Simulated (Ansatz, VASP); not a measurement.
Two plane-wave programs on BaTiO3

```xyz
5
Lattice="4.0149 0.0000 0.0000 0.0000 4.0149 0.0000 0.0000 0.0000 4.1654" Properties=species:S:1:pos:R:3 pbc="T T T"
Ba    2.0074    2.0074    2.4485
Ti    0.0000    0.0000    0.4272
O     0.0000    2.0074    0.2587
O     2.0074    0.0000    0.2587
O     0.0000    0.0000    2.2717
```

Alike in both runs: task single point; functional PBE; k mesh 8 × 8 × 8; occupations gaussian, width 0.02 eV; no spin polarisation; Hubbard terms Ti d U = 4.0 eV.

|  | VASP | Ansatz |
| --- | --- | --- |
| version | VASP 6.6.1 | Ansatz 0.2.0 |
| potentials or method | VASP PAW PBE potentials, release 64 (Ba_sv, Ti_sv, O), cutoff 520 eV | scalar-relativistic, plane waves, PAW |
| valence electrons in the cell | 40 | 40 |

|  | VASP | Ansatz | Ansatz less VASP |
| --- | --- | --- | --- |
| gap on the k mesh at the Fermi level (eV) | 2.23 | 2.27 | +0.033 |
| least direct gap on the mesh (eV) | 2.74 | 2.76 | +0.014 |
| pressure (GPa) | 2.4 | -1.0 | -3.41 |
| traceless stress, the component that is largest in VASP (GPa) | 0.45 | 0.05 | -0.398 |
| rms of the force components (eV/Å) | 0.221 | 0.000 | -0.2210 |

The programs project onto different local orbitals, so the same U acts differently, and such runs can settle in different states. Atom by atom the forces differ by 0.221 eV/Å (rms over components).

Spin-orbit coupling is off throughout.
